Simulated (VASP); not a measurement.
# Ru2F (P6/mmm) in VASP: notebook

Ru2F is run at these levels: PBE; tasks: single point, relaxation of cell and atoms.

Program: VASP 6.6.1. These are calculated values, not measurements. Logs are shortened: lines on timing, memory, paths and dates and some standing lists are left out, and cuts for length are marked.

## 1. The cell of the first run

The structure is hexagonal, space group P6/mmm (No. 191). The conventional cell has a = 3.948 Å, b = 3.948 Å, c = 2.791 Å, α = 90.00°, β = 90.00°, γ = 120.00°. Ru (site symmetry -6m2) has 5 Ru at 2.28 to 2.79 Å and 6 F at 2.67 Å within 3.0 Å. Within 3.5 Å of F (site symmetry 6/mmm) lie 12 Ru at 2.67 Å and 2 F at 2.79 Å.

The cell was generated, and may not be a known phase.

## 2. Single point, PBE, collinear spin, ferromagnetic start

File INCAR:

```
SYSTEM = Ru2F
PREC = Accurate
ENCUT = 520
EDIFF = 1E-7
ISMEAR = 0
SIGMA = 0.1
LREAL = .FALSE.
LASPH = .TRUE.
NELM = 150
ALGO = Normal
ISIF = 2
LWAVE = .FALSE.
LCHARG = .FALSE.
ISPIN = 2
MAGMOM = 1 1 0
LORBIT = 11
LMAXMIX = 4
GGA = PE
NBANDS = 28
```

File KPOINTS:

```
Automatic mesh
0
G
  6 6 6
  0 0 0
```

File POSCAR:

```
Ru2F
1.0
    3.9476270400      0.0000000000      0.0000000000
   -1.9738135200      3.4187453000      0.0000000000
    0.0000000000      0.0000000000      2.7912588300
Ru F
2 1
Direct
    0.3333333300      0.6666666700      0.5000000000
    0.6666666700      0.3333333300      0.5000000000
    0.0000000000      0.0000000000      0.0000000000
```

Potentials or basis: VASP PAW PBE potentials, release 64 (Ru_pv, F).

The run is started by

```sh
cat potpaw_PBE.64/Ru_pv/POTCAR potpaw_PBE.64/F/POTCAR > POTCAR
mpirun -np 1 vasp_std > vasp.out
```

OUTCAR:

```text
SYSTEM = Ru2F
   PREC = Accurate
   ENCUT = 520
   EDIFF = 1E-7
   ISMEAR = 0
   LREAL = .FALSE.
   LASPH = .TRUE.
   NELM = 150
   ISIF = 2
   ISPIN = 2
   LORBIT = 11
   GGA = PE

 ion  position               nearest neighbor table
   1  0.333  0.667  0.500-   2 2.28   2 2.28   2 2.28
   2  0.667  0.333  0.500-   1 2.28   1 2.28   1 2.28
   3  0.000  0.000  0.000-

  LATTYP: Found a hexagonal cell.
 ALAT       =     3.9476270400
 C/A-ratio  =     0.7070725785

  Lattice vectors:

 A1 = (   3.9476270400,   0.0000000000,   0.0000000000)
 A2 = (  -1.9738135200,   3.4187453000,   0.0000000000)
 A3 = (   0.0000000000,   0.0000000000,   2.7912588300)

Analysis of symmetry for initial positions (statically):
=====================================================================
 Subroutine PRICEL returns:
 Original cell was already a primitive cell.

 Routine SETGRP: Setting up the symmetry group for a
 hexagonal supercell.

 Subroutine GETGRP returns: Found 24 space group operations
 (whereof 24 operations were pure point group operations)
 out of a pool of 24 trial point group operations.

The static configuration has the point symmetry D_6h.

Analysis of symmetry for dynamics (positions and initial velocities):
=====================================================================
 Subroutine PRICEL returns:
 Original cell was already a primitive cell.

 Routine SETGRP: Setting up the symmetry group for a
 hexagonal supercell.

 Subroutine GETGRP returns: Found 24 space group operations
 (whereof 24 operations were pure point group operations)
 out of a pool of 24 trial point group operations.

The dynamic configuration has the point symmetry D_6h.

Analysis of structural, dynamic, and magnetic symmetry:
=====================================================================
 Subroutine PRICEL returns:
 Original cell was already a primitive cell.

 Routine SETGRP: Setting up the symmetry group for a
 hexagonal supercell.

 Subroutine GETGRP returns: Found 24 space group operations
 (whereof 24 operations were pure point group operations)
 out of a pool of 24 trial point group operations.

The overall configuration has the point symmetry D_6h.

 Subroutine INISYM returns: Found 24 space group operations
 (whereof 24 operations are pure point group operations),
 and found     1 'primitive' translations

----------------------------------------------------------------------------------------

                                     Primitive cell

  volume of cell :      37.6706

  direct lattice vectors                    reciprocal lattice vectors
     3.947627040  0.000000000  0.000000000     0.253316737  0.146252486  0.000000000
    -1.973813520  3.418745300  0.000000000     0.000000000  0.292504973  0.000000000
     0.000000000  0.000000000  2.791258830     0.000000000  0.000000000  0.358261294

  length of vectors
     3.947627040  3.947627039  2.791258830     0.292504972  0.292504973  0.358261294

  position of ions in fractional coordinates (direct lattice)
     0.333333330  0.666666670  0.500000000
     0.666666670  0.333333330  0.500000000
     0.000000000  0.000000000  0.000000000

  ion indices of the primitive-cell ions
   primitive index   ion index
                 1           1
                 2           2
                 3           3

----------------------------------------------------------------------------------------

 KPOINTS: Automatic mesh

Automatic generation of k-mesh.
 Grid dimensions read from file:
 generate k-points for:    6    6    6

 Generating k-lattice:

  Cartesian coordinates                     Fractional coordinates (reciprocal lattice)
     0.042219456  0.024375414  0.000000000     0.166666667  0.000000000  0.000000000
     0.000000000  0.048750829  0.000000000     0.000000000  0.166666667  0.000000000
     0.000000000  0.000000000  0.059710216     0.000000000  0.000000000  0.166666667

  Length of vectors
     0.048750829  0.048750829  0.059710216

  Shift w.r.t. Gamma in fractional coordinates (k-lattice)
     0.000000000  0.000000000  0.000000000

 Subroutine IBZKPT returns following result:
 ===========================================

 Found     28 irreducible k-points:

 Following reciprocal coordinates:
            Coordinates               Weight
  0.000000  0.000000  0.000000      1.000000
  0.166667  0.000000  0.000000      6.000000
  0.333333 -0.000000  0.000000      6.000000
  0.500000 -0.000000  0.000000      3.000000
  0.166667  0.166667  0.000000      6.000000
  0.333333  0.166667  0.000000     12.000000
[... 16 lines left out ...]
  0.166667  0.000000  0.500000      6.000000
  0.333333 -0.000000  0.500000      6.000000
 [... further k-points ...]
   k-points           NKPTS =     28   k-points in BZ     NKDIM =     28   number of bands    NBANDS=     28
   number of dos      NEDOS =    301   number of ions     NIONS =      3
   total plane-waves  NPLWV =  21600
   dimension x,y,z NGX =    30 NGY =   30 NGZ =   24
   dimension x,y,z NGXF=    60 NGYF=   60 NGZF=   48
   ions per type =               2   1
   NGX,Y,Z   is equivalent  to a cutoff of  12.63, 12.63, 14.29 a.u.
   NGXF,Y,Z  is equivalent  to a cutoff of  25.27, 25.27, 28.59 a.u.
 SYSTEM =  Ru2F
   PREC   = accura    normal or accurate (medium, high low for compatibility)
   ISTART =      0    job   : 0-new  1-cont  2-samecut
   ICHARG =      2    charge: 1-file 2-atom 10-const
   ISPIN  =      2    spin polarized calculation?
   LNONCOLLINEAR =      F non collinear calculations
   LSORBIT =      F    spin-orbit coupling
   LASPH  =      T    aspherical Exc in radial PAW
   ENCUT  =  520.0 eV  38.22 Ry    6.18 a.u.   7.34  7.34  5.19*2*pi/ulx,y,z
   NELM   =    150;   NELMIN=  2; NELMDL= -5     # of ELM steps
   EDIFF  = 0.1E-06   stopping-criterion for ELM
   LREAL  =      F    real-space projection
   EDIFFG = 0.1E-05   stopping-criterion for IOM
   NSW    =      0    number of steps for IOM
   IBRION =     -1    ionic relax: 0-MD 1-quasi-New 2-CG
   NFREE  =      0    steps in history (QN), initial steepest desc. (CG)
   ISIF   =      2    stress and relaxation
   ISYM   =      2    0-nonsym 1-usesym 2-fastsym
   POTIM  = 0.5000    time-step for ionic-motion
   TEBEG  =    0.0;   TEEND  =   0.0 temperature during run
   PSTRESS=    0.0 pullay stress
   NELECT =      35.0000    total number of electrons
   NUPDOWN=      -1.0000    fix difference up-down
   EMIN   =  10.00;   EMAX   =-10.00  energy-range for DOS
   EFERMI =   0.00;   METHOD = LEGACY
   ISMEAR =     0;   SIGMA  =   0.10  broadening in eV -4-tet -1-fermi 0-gaus
   EFERMI_NEDOS =   21; number of points for ismear=-14 and -15
   IALGO  =     38    algorithm
   IMIX   =      4    mixing-type and parameters
     AMIX     =   0.40;   BMIX     =  1.00
     AMIX_MAG =   1.60;   BMIX_MAG =  1.00
  volume/ion in A,a.u.               =      12.56        84.74
  Fermi-wavevector in a.u.,A,eV,Ry     =   1.597459  3.018761 34.720392  2.551877
  Thomas-Fermi vector in A             =   2.695062
   LORBIT       =     11    0 simple, 1 ext, 2 COOP (PROOUT), +10 PAW based schemes
   GGA     = PE    functional components
   LHFCALC =     F    Hartree Fock is set to
   AEXX    =    0.0000 exact exchange contribution
   IVDW    =     0    specifies the selected vdW correction
   LEPSILON=     F    determine dielectric tensor
   LRPA    =     F    only Hartree local field effects (RPA)
 spin polarized calculation
 Gauss-broadening in eV      SIGMA  =   0.10
  energy-cutoff  :      520.00
  volume of cell :       37.67
 maximum number of plane-waves:      1066
 NGX is ok and might be reduce to    30
   NGX = 15   NGY = 15   NGZ = 11

 number of electron      35.0000005 magnetization       0.0004374

 Free energy of the ion-electron system (eV)
  ---------------------------------------------------
  ext. energy  EPLUGINS =         0.00000000
  ---------------------------------------------------
  free energy    TOTEN  =       -18.64502223 eV

  energy without entropy =      -18.62541951  energy(sigma->0) =      -18.63522087

 E-fermi :   9.9429     XC(G=0): -12.9463

 val. band max:        9.9318019685   @ k =   0.5000  -0.0000   0.0000
 cond. band min:       9.9452505545   @ k =   0.5000  -0.0000   0.5000
 fundamental gap:      0.0134485860
 Fermi energy:         9.9428517130

 spin component 1

 k-point     1 :       0.0000    0.0000    0.0000
  band No.  band energies     occupation
      1     -34.0995      1.00000
      2     -34.0995      1.00000
      3     -33.0812      1.00000
      4     -32.6869      1.00000
      5     -32.5712      1.00000
      6     -32.5712      1.00000
[... 20 lines left out ...]
     27      24.6443      0.00000
     28      25.0619      0.00000

 k-point     2 :       0.1667    0.0000    0.0000
  band No.  band energies     occupation
      1     -34.1341      1.00000
      2     -34.0274      1.00000
      3     -33.0583      1.00000
      4     -32.7106      1.00000
      5     -32.6470      1.00000
      6     -32.5305      1.00000
[... 20 lines left out ...]
     27      25.0462      0.00000
     28      25.3257      0.00000

 k-point     3 :       0.3333   -0.0000    0.0000
  band No.  band energies     occupation
      1     -34.1984      1.00000
      2     -33.8535      1.00000
      3     -32.9990      1.00000
      4     -32.8277      1.00000
      5     -32.7714      1.00000
      6     -32.4540      1.00000
[... 616 lines left out ...]
      3     -33.4590      1.00000
      4     -33.0515      1.00000
      5     -32.6157      1.00000
      6     -32.5013      1.00000
[... 20 lines left out ...]
     27      22.4688      0.00000
     28      27.4968      0.00000

 k-point    24 :       0.3333   -0.0000    0.5000
  band No.  band energies     occupation
      1     -34.1518      1.00000
      2     -33.8090      1.00000
      3     -33.3890      1.00000
      4     -33.1226      1.00000
      5     -32.7950      1.00000
      6     -32.4266      1.00000
[... 20 lines left out ...]
     27      20.7522      0.00000
     28      26.3467      0.00000

 [... further k-points ...]

 spin component 2

 k-point     1 :       0.0000    0.0000    0.0000
  band No.  band energies     occupation
      1     -34.0994      1.00000
      2     -34.0994      1.00000
      3     -33.0810      1.00000
      4     -32.6867      1.00000
      5     -32.5710      1.00000
      6     -32.5710      1.00000
[... 20 lines left out ...]
     27      24.6445      0.00000
     28      25.0619      0.00000

 k-point     2 :       0.1667    0.0000    0.0000
  band No.  band energies     occupation
      1     -34.1339      1.00000
      2     -34.0272      1.00000
      3     -33.0581      1.00000
      4     -32.7104      1.00000
      5     -32.6468      1.00000
      6     -32.5304      1.00000
[... 20 lines left out ...]
     27      25.0464      0.00000
     28      25.3258      0.00000

 k-point     3 :       0.3333   -0.0000    0.0000
  band No.  band energies     occupation
      1     -34.1983      1.00000
      2     -33.8534      1.00000
      3     -32.9988      1.00000
      4     -32.8276      1.00000
      5     -32.7712      1.00000
      6     -32.4539      1.00000
[... 616 lines left out ...]
      3     -33.4588      1.00000
      4     -33.0513      1.00000
      5     -32.6155      1.00000
      6     -32.5011      1.00000
[... 20 lines left out ...]
     27      22.4689      0.00000
     28      27.4968      0.00000

 k-point    24 :       0.3333   -0.0000    0.5000
  band No.  band energies     occupation
      1     -34.1517      1.00000
      2     -33.8089      1.00000
      3     -33.3888      1.00000
      4     -33.1224      1.00000
      5     -32.7949      1.00000
      6     -32.4264      1.00000
[... 20 lines left out ...]
     27      20.7525      0.00000
     28      26.3467      0.00000

 [... further k-points ...]

------------------------ aborting loop because EDIFF is reached ----------------------------------------

  FORCE on cell =-STRESS in cart. coord.  units (eV):
  Direction    XX          YY          ZZ          XY          YZ          ZX
  --------------------------------------------------------------------------------------
  -------------------------------------------------------------------------------------
  Total        7.4297660      7.4297660      1.2711248      0.0000000      0.0000000     -0.0000000
  in kB      315.9968470    315.9968468     54.0624609      0.0000000      0.0000000     -0.0000000
  external PRESSURE =     228.6853849 kB  Pullay stress =       0.0000000 kB

 VOLUME and BASIS-vectors are now :
 -----------------------------------------------------------------------------
  energy-cutoff  :      520.00
  volume of cell :       37.67
      direct lattice vectors                 reciprocal lattice vectors
     3.947627040  0.000000000  0.000000000     0.253316737  0.146252486  0.000000000
    -1.973813520  3.418745300  0.000000000     0.000000000  0.292504973  0.000000000
     0.000000000  0.000000000  2.791258830     0.000000000  0.000000000  0.358261294

 POSITION                                       TOTAL-FORCE (eV/Angst)
 -----------------------------------------------------------------------------------
     -0.00000      2.27916      1.39563         0.000000      0.000000     -0.000000
      1.97381      1.13958      1.39563        -0.000000     -0.000000      0.000000
      0.00000      0.00000      0.00000         0.000000     -0.000000     -0.000000
 -----------------------------------------------------------------------------------
    total drift:                               -0.000000      0.000000      0.000000

  FREE ENERGIE OF THE ION-ELECTRON SYSTEM (eV)
  ---------------------------------------------------
  free  energy   TOTEN  =       -18.6450222276 eV

  energy  without entropy=      -18.6254195143  energy(sigma->0) =      -18.63522087

 total charge

# of ion       s       p       d       tot
------------------------------------------
    1        0.402   6.194   6.199  12.795
    2        0.402   6.194   6.199  12.795
    3        1.768   4.264   0.000   6.032
--------------------------------------------------
tot          2.571  16.652  12.397  31.621

 magnetization (x)

# of ion       s       p       d       tot
------------------------------------------
    1        0.000   0.000   0.000   0.000
    2        0.000   0.000   0.000   0.000
    3        0.000   0.000   0.000   0.000
--------------------------------------------------
tot          0.000   0.000   0.000   0.000
```

Wall time 72 s (1 thread of Intel Xeon 8259CL, shared host); peak memory 0.17 GiB.

What came out:

| Quantity | Value |
| --- | --- |
| Free energy | -18.6450 eV |
| Pressure | 22.9 GPa |
| Net moment | 0.00 μB per cell |
| Valence electrons inside the program's atomic spheres | Ru 12.79; F 6.03 |

Levels at points of the mesh, in eV from the Fermi level:
Spin up:
| k point | band 15 | band 16 | band 17 | band 18 | band 19 | band 20 | band 21 | band 22 |
| --- | --- | --- | --- | --- | --- | --- | --- | --- |
| (0.00, 0.00, 0.00) | -2.31 | -2.20 | -2.20 | -0.86 | -0.86 | 0.71 | 0.71 | 7.75 |
| (0.50, 0.00, 0.00) | -2.58 | -1.21 | -1.08 | -0.01 | 0.91 | 0.99 | 1.28 | 4.08 |
| (0.00, 0.00, 0.50) | -2.28 | -2.23 | -2.23 | 0.22 | 0.22 | 1.10 | 2.45 | 5.56 |
| (0.50, 0.00, 0.50) | -2.70 | -1.21 | 0.00 | 1.23 | 1.34 | 2.37 | 5.77 | 6.30 |
Spin down:
```tsv
k point	band 14	band 15	band 16	band 17	band 18	band 19	band 20	band 21	band 22	band 23
(0.00, 0.00, 0.00)	-2.66	-2.31	-2.20	-2.20	-0.86	-0.86	0.71	0.71	7.75	7.75
(0.50, 0.00, 0.00)	-3.51	-2.58	-1.21	-1.08	-0.01	0.91	0.99	1.28	4.08	6.91
(0.00, 0.00, 0.50)	-2.28	-2.28	-2.23	-2.23	0.22	0.22	1.10	2.45	5.56	10.81
(0.50, 0.00, 0.50)	-3.14	-2.70	-1.21	0.00	1.23	1.34	2.37	5.77	6.30	7.01
```

Caveat: the k points lie up to 0.38 Å⁻¹ apart; an empty level that is flat over the whole mesh can mark a ghost state of the potentials, or a narrow d or f band.

## 3. Single point, PBE, collinear spin, ferromagnetic start

This run uses another cell than the first one, of 13.28 Å³/atom.

File INCAR:

```
SYSTEM = Ru2F
PREC = Accurate
ENCUT = 520
EDIFF = 1E-6
ISMEAR = 0
SIGMA = 0.1
LREAL = .False.
LASPH = .True.
NELM = 150
ALGO = Normal
ISIF = 2
LWAVE = .False.
LCHARG = .True.
ISPIN = 2
MAGMOM = 1 1 0
LORBIT = 11
LMAXMIX = 4
GGA = PE
LELF = .True.
LVHAR = .True.
NBANDS = 28
```

File KPOINTS:

```
Automatic mesh
0
Gamma
  6 6 6
  0 0 0
```

File POSCAR:

```
Ru2F
1.0
    4.2677256780      0.0000000000      0.0000000000
   -2.1338628390      3.6959588535      0.0000000000
    0.0000000000      0.0000000000      2.5251861114
Ru F
2 1
Direct
    0.3333333333      0.6666666667      0.5000000000
    0.6666666667      0.3333333333      0.5000000000
    0.0000000000      0.0000000000      0.0000000000
```

Potentials or basis: VASP PAW PBE potentials, release 64 (Ru_pv, F).

The run is started by

```sh
cat potpaw_PBE.64/Ru_pv/POTCAR potpaw_PBE.64/F/POTCAR > POTCAR
mpirun -np 1 vasp_std > vasp.out
```

Run time: 59 s. Hardware: 1 thread of Intel Xeon 8259CL, shared host; peak memory 0.16 GiB.

The run converged. Its results:

```yaml
Free_energy: -19.1346 eV
Pressure: -0.1 GPa
Net_moment: 0.00 μB per cell
Valence_electrons_inside_the_program's_atomic_spheres: Ru 12.60; F 6.01
```

Stress tensor (GPa, compression positive):
```
-0.15  0.00  0.00
 0.00 -0.15  0.00
 0.00  0.00  0.04
```

Levels at points of the mesh, in eV from the Fermi level:
Spin up:
| k point | band 14 | band 15 | band 16 | band 17 | band 18 | band 19 | band 20 | band 21 |
| --- | --- | --- | --- | --- | --- | --- | --- | --- |
| (0.00, 0.00, 0.00) | -2.47 | -2.47 | -0.38 | -0.38 | -0.26 | -0.26 | 1.38 | 1.38 |
| (0.50, 0.00, 0.00) | -2.63 | -1.20 | -0.58 | 0.14 | 0.46 | 0.67 | 0.94 | 1.63 |
| (0.00, 0.00, 0.50) | -1.66 | -1.42 | -1.26 | -1.26 | -0.55 | -0.55 | 2.12 | 3.38 |
| (0.50, 0.00, 0.50) | -2.36 | -2.18 | -1.66 | -0.98 | 1.06 | 2.10 | 2.25 | 6.05 |
Spin down:
```
           k point  band 13  band 14  band 15  band 16  band 17  band 18  band 19  band 20  band 21  band 22
(0.00, 0.00, 0.00)    -2.49    -2.47    -2.47    -0.38    -0.38    -0.26    -0.26     1.38     1.38     6.64
(0.50, 0.00, 0.00)    -3.24    -2.63    -1.20    -0.58     0.14     0.46     0.67     0.94     1.63     3.18
(0.00, 0.00, 0.50)    -1.66    -1.66    -1.42    -1.26    -1.26    -0.55    -0.55     2.12     3.38     8.37
(0.50, 0.00, 0.50)    -2.96    -2.36    -2.18    -1.66    -0.98     1.06     2.10     2.25     6.05     7.55
```

Caveat: the k points lie up to 0.41 Å⁻¹ apart; an empty level that is flat over the whole mesh can mark a ghost state of the potentials, or a narrow d or f band.

[end of part 1 of 2]
